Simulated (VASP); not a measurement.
# TiO2: single point with PBE

Crystal: TiO2.

```
CELL_PARAMETERS angstrom
4.62442 0.00000 0.00000
0.00000 4.62442 0.00000
0.00000 0.00000 2.97860
ATOMIC_POSITIONS crystal
Ti 0.00000 0.00000 0.00000
Ti 0.50000 0.50000 0.50000
O 0.30499 0.30499 0.00000
O 0.19501 0.80499 0.50000
O 0.69501 0.69501 0.00000
O 0.80499 0.19501 0.50000
```

| Item | Value |
| --- | --- |
| Program | VASP 6.6.1 |
| Task | single point |
| Functional | PBE |
| Potentials or basis | VASP PAW PBE potentials, release 64 (Ti_sv, O) |
| Cutoff | 520 eV |
| k mesh | 7 × 7 × 10 |
| Occupations | fermi-dirac, width 0.02 eV |
| Spin | no spin polarisation |

```
Pressure               : 1.0 GPa
Largest force          : 0.026 eV/Å
Band gap on the k mesh : 1.82 eV
```

Forces in eV/Å, atoms in the order of the input:
```
Ti   0.000  0.000  0.000
Ti   0.000  0.000  0.000
O   -0.018 -0.018  0.000
O    0.018 -0.018  0.000
O    0.018  0.018  0.000
O   -0.018  0.018  0.000
```

Stress tensor (GPa, compression positive):
```
 1.61  0.00  0.00
 0.00  1.61  0.00
 0.00  0.00 -0.22
```

Levels at points of the mesh, in eV from the valence-band top:
```csv
k point,band 22,band 23,band 24,band 25,band 26,band 27
"(0.00, 0.00, 0.00)",-0.44,-0.44,0.00,1.82,2.12,2.34
"(0.00, 0.00, 0.50)",-2.29,-1.41,-1.41,2.88,2.88,3.06
```

Run time: 57 s on 1 thread of Intel(R) Xeon(R) 6975P-C (Granite Rapids), on a shared host, peak memory 0.23 GiB.

Caveat: an odd mesh through Γ misses points on the zone boundary, where band edges can lie.
